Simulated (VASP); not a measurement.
Runs of VASP 6.6.1 on Yb. The structure is that of space group Im-3m (No. 229), or close to it. The cells are those of the table. 

| cell | k mesh | gap on the mesh (eV) | pressure (GPa) |
| --- | --- | --- | --- |
| a = 3.772 Å, angles 109.5°, 1 atom | 12 × 12 × 12 | none | -1.5 |
| a = 3.632 Å, angles 109.5°, 1 atom | 17 × 17 × 17 | none | -0.5 |
| a = 3.481 Å, angles 109.5°, 1 atom | 12 × 12 × 12 | none | 2.4 |
| a = 3.680 Å, angles 109.5°, 1 atom | 12 × 12 × 12 | none | -0.5 |
| a = 3.726 Å, angles 109.5°, 1 atom | 12 × 12 × 12 | none | (a) |
| a = 3.632 Å, angles 109.5°, 1 atom | 12 × 12 × 12 | none | (b) |
| a = 3.583 Å, angles 109.5°, 1 atom | 12 × 12 × 12 | none | -0.4 |
| a = 3.533 Å, angles 109.5°, 1 atom | 12 × 12 × 12 | none | 0.9 |

Alike in all rows: task single point; level revPBE; potentials or basis VASP PAW PBE potentials, release 64 (Yb); no spin polarisation; cutoff (eV) 520; smearing fermi-dirac 0.1 eV.

Question: Fill in the values left out.

Answer: (a) -3.2; (b) -0.3.

Caveats: the PAW data sets were made with another functional, which shifts forces and pressure a little; spin-orbit coupling is left out, which moves the levels of the heavy elements.

A k mesh can miss the band edges, and the runs leave out spin-orbit coupling on Yb.

A gap of «none» marks levels without a gap at the run's occupations.
